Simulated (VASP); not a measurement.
Wanted: the native input for a VASP 6.6.1 run.

| Item | Value |
| --- | --- |
| Task | relaxation of volume and atoms at fixed shape |
| Functional | PBEsol |
| Potentials or basis | VASP PAW PBE potentials, release 64 (Ni) |
| Cutoff | 600 eV |
| k mesh | 21 × 21 × 21 |
| Occupations | methfessel-paxton, width 0.1 eV |
| Spin | collinear spin, ferromagnetic start |
| Starting moments | [1.5] μB |
| Dipole correction | no |
| Further INCAR settings | ALGO = Normal; EDIFF = 1e-06; IBRION = 2; EDIFFG = -0.01; NSW = 80; ISIF = 8 |

The structure of Ni lies in POSCAR:

```
Ni
1.0
    0.0000000000      1.7619350000      1.7619350000
    1.7619350000      0.0000000000      1.7619350000
    1.7619350000      1.7619350000      0.0000000000
Ni
1
Direct
    0.0000000000      0.0000000000      0.0000000000
```

One way to write it, as run:

INCAR

```
SYSTEM = Ni
ALGO = Normal
EDIFF = 1E-6
EDIFFG = -0.01
ENCUT = 600
GGA = PS
IBRION = 2
ISIF = 8
ISMEAR = 1
ISPIN = 2
LASPH = .TRUE.
LCHARG = .FALSE.
LMAXMIX = 4
LORBIT = 11
LREAL = .FALSE.
LWAVE = .FALSE.
MAGMOM = 1.5
NELM = 150
NSW = 80
PREC = Accurate
SIGMA = 0.1
```

KPOINTS

```
k-points
0
G
  21 21 21
  0 0 0
```

Potentials or basis: VASP PAW PBE potentials, release 64 (Ni).

The run is started by

```console
$ cat potpaw_PBE.64/Ni/POTCAR > POTCAR
$ mpirun -np 1 vasp_std > vasp.out
```

It gave:

```json
{
  "Relaxed volume": "10.37 Å³/atom",
  "Relaxed cell": "a = 2.447 Å, b = 2.447 Å, c = 2.447 Å, α = 60.00°, β = 60.00°, γ = 60.00°",
  "Space group after relaxing (to 0.1 Å)": "Fm-3m (No. 225)",
  "Energy gained by relaxing": "20.6 meV/atom",
  "Ionic steps": "3",
  "Pressure after relaxing": "-0.1 GPa",
  "Net moment": "0.59 μB per cell",
  "Site moments": "Ni +0.59 μB",
  "Valence electrons inside the program's atomic spheres": "Ni 9.40"
}
```

Caveat: the PAW data sets were made with another functional, which shifts forces and pressure a little.

Wall time 2.4 min on 1 thread of Intel Xeon 8259CL, with other jobs on the host, peak memory 0.19 GiB.
